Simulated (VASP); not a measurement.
# TaN: single point with r2SCAN

TaN:

```
CELL_PARAMETERS angstrom
2.93630 0.00000 0.00000
-1.46815 2.54291 0.00000
0.00000 0.00000 2.88434
ATOMIC_POSITIONS crystal
Ta 0.33333 0.66667 0.50000
N 0.00000 0.00000 0.00000
```

```json
{
 "Program": "VASP 6.6.1",
 "Task": "single point",
 "Functional": "r2SCAN",
 "Potentials or basis": "VASP PAW PBE potentials, release 64 (Ta_pv, N)",
 "Cutoff": "520 eV",
 "k mesh": "10 × 10 × 9",
 "Occupations": "fermi-dirac, width 0.05 eV",
 "Spin": "no spin polarisation"
}
```

```json
{
 "Pressure": "1.6 GPa",
 "Band gap on the k mesh": "zero (band 8 reaches 8.51 eV, above the bottom of band 9 at 8.17 eV)"
}
```

Stress tensor (GPa, compression positive):
```
1.53 0.00 0.00
0.00 1.53 0.00
0.00 0.00 1.75
```

Levels at points of the mesh, in eV from the Fermi level:
| k point | band 6 | band 7 | band 8 | band 9 | band 10 | band 11 |
| --- | --- | --- | --- | --- | --- | --- |
| (0.00, 0.00, 0.00) | -4.90 | -4.48 | -3.23 | 2.42 | 3.67 | 3.67 |
| (0.50, 0.00, 0.00) | -5.55 | -3.69 | -3.49 | 3.13 | 4.08 | 5.38 |

It took 31 s on 1 thread of Intel(R) Xeon(R) 6975P-C (Granite Rapids), with other jobs on the host, peak memory 0.15 GiB.

Caveat: the PAW data sets were made with another functional, which shifts forces and pressure a little; spin-orbit coupling is left out, which moves the levels of the heavy elements.
